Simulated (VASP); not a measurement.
## Hf2S: single point with r2SCAN

Crystal: Hf2S.

```xyz
6
Lattice="3.3743 0.0000 0.0000 -1.6871 2.9222 0.0000 0.0000 0.0000 11.7174" Properties=species:S:1:pos:R:3 pbc="T T T"
Hf    1.6871    0.9741   10.5435
Hf    0.0000    1.9481    4.6848
Hf    1.6871    0.9741    7.0327
Hf    0.0000    1.9481    1.1739
S     0.0000    0.0000    8.7881
S     0.0000    0.0000    2.9294
```

- Program: VASP 6.6.1
- Task: single point
- Functional: r2SCAN
- Potentials or basis: VASP PAW PBE potentials, release 64 (Hf_pv, S)
- Cutoff: 520 eV
- k mesh: 6 × 6 × 2
- Occupations: gaussian, width 0.1 eV
- Spin: no spin polarisation
- Dipole correction: no
- Further INCAR settings: ALGO = Normal; EDIFF = 1e-07; NBANDS = 35

| Property | Result |
| --- | --- |
| Pressure | -0.1 GPa |
| Largest force | 0.048 eV/Å |
| Band gap on the k mesh | zero (band 26 reaches 6.96 eV, above the bottom of band 27 at 6.06 eV) |

Forces on the atoms (eV/Å):
```
Hf   0.000  0.000 -0.048
Hf   0.000  0.000 -0.048
Hf   0.000  0.000  0.048
Hf   0.000  0.000  0.048
S    0.000  0.000  0.000
S    0.000  0.000  0.000
```

Stress tensor (GPa, compression positive):
```
 0.04  0.00  0.00
 0.00  0.04  0.00
 0.00  0.00 -0.28
```

Levels at points of the mesh, in eV from the Fermi level:
| k point | band 24 | band 25 | band 26 | band 27 | band 28 | band 29 |
| --- | --- | --- | --- | --- | --- | --- |
| (0.00, 0.00, 0.00) | -0.26 | 0.08 | 0.53 | 0.53 | 0.63 | 0.63 |
| (0.50, 0.00, 0.00) | -1.46 | -1.45 | -0.96 | -0.36 | 0.96 | 1.18 |
| (0.00, 0.00, 0.50) | -1.31 | 0.48 | 0.48 | 0.48 | 0.48 | 1.52 |
| (0.50, 0.00, 0.50) | -1.87 | -1.24 | -1.24 | 0.45 | 0.45 | 1.52 |

It took 5.2 min on 1 thread of AMD EPYC 7R43 64-Core Processor (Zen 3), on a shared host, peak memory 0.26 GiB.

Caveat: the PAW data sets were made with another functional, which shifts forces and pressure a little; spin-orbit coupling is left out, which moves the levels of the heavy elements.
